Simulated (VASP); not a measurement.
BN:

```
CELL_PARAMETERS angstrom
0.00000 1.87900 1.87900
1.87900 0.00000 1.87900
1.87900 1.87900 0.00000
ATOMIC_POSITIONS crystal
B 0.00000 0.00000 0.00000
N 0.25000 0.25000 0.25000
```

This cell differs from its parent crystal: strain +4.1%.

Base run:

* Program: VASP 6.6.1
* Functional: r2SCAN
* Potentials or basis: VASP PAW PBE potentials, release 64 (B, N)
* Cutoff: 520 eV
* k mesh: 12 × 12 × 12
* Occupations: gaussian, width 0.01 eV
* Spin: no spin polarisation

Its results: band gap on the k mesh 4.82 eV (least direct gap 8.96 eV); pressure -37.2 GPa.

**Question.** The run is repeated on the same cell with these changes: functional from r2SCAN to HSE06; k mesh from 12 × 12 × 12 to 8 × 8 × 8. What comes out?

**Answer.** Band gap on the k mesh 5.61 eV (least direct gap 9.95 eV); pressure -41.8 GPa.

Several settings changed at once.

Caveats: the cell stands under tension; the PAW data sets were made with another functional, which shifts forces and pressure a little.

A k mesh can miss the band edges.
